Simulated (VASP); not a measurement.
Wanted: the native input for a VASP 6.6.1 run.

* Task: electric field gradients
* Functional: PBEsol
* Potentials or basis: VASP PAW PBE potentials, release 64 (P)
* Cutoff: 400 eV
* k mesh: 10 × 10 × 9
* Occupations: fermi-dirac, width 0.08 eV
* Spin: no spin polarisation
* Dipole correction: no
* Further INCAR settings: ALGO = Normal; EDIFF = 1e-08; NBANDS = 8

The structure of P lies in POSCAR:

```
P
1.0
    4.2442267795      0.0000000000      0.0000000000
    0.0000000000      4.2442267795      0.0000000000
    0.0000000000      0.0000000000      4.3486165643
P
1
Direct
    0.0000000000      0.0000000000      0.0000000000
```

This cell differs from its parent crystal: volume scaled by 0.98.

One way to write it, as run:

INCAR

```
PREC = Accurate
ENCUT = 400
EDIFF = 1E-8
ISMEAR = -1
SIGMA = 0.08
LREAL = F
LASPH = T
NELM = 120
ALGO = Normal
ISIF = 2
LWAVE = F
LCHARG = F
GGA = PS
LEFG = T
NBANDS = 8
GGA_COMPAT = F
```

KPOINTS

```
Automatic mesh
0
Gamma
  10 10 9
```

Potentials or basis: VASP PAW PBE potentials, release 64 (P).

Launch:

```console
$ cat potpaw_PBE.64/P/POTCAR > POTCAR
$ mpirun -np 1 vasp_std > vasp.out
```

It gave:

The pressure is -4.0 GPa.

Caveat: without QUAD_EFG the Cq values of the log hold for a quadrupole moment of 1 mb, not for the nuclei; the PAW data sets were made with another functional, which shifts forces and pressure a little.

Wall time 14 s on 1 thread of Intel(R) Xeon(R) 6975P-C (Granite Rapids) (shared host), peak memory 0.17 GiB.
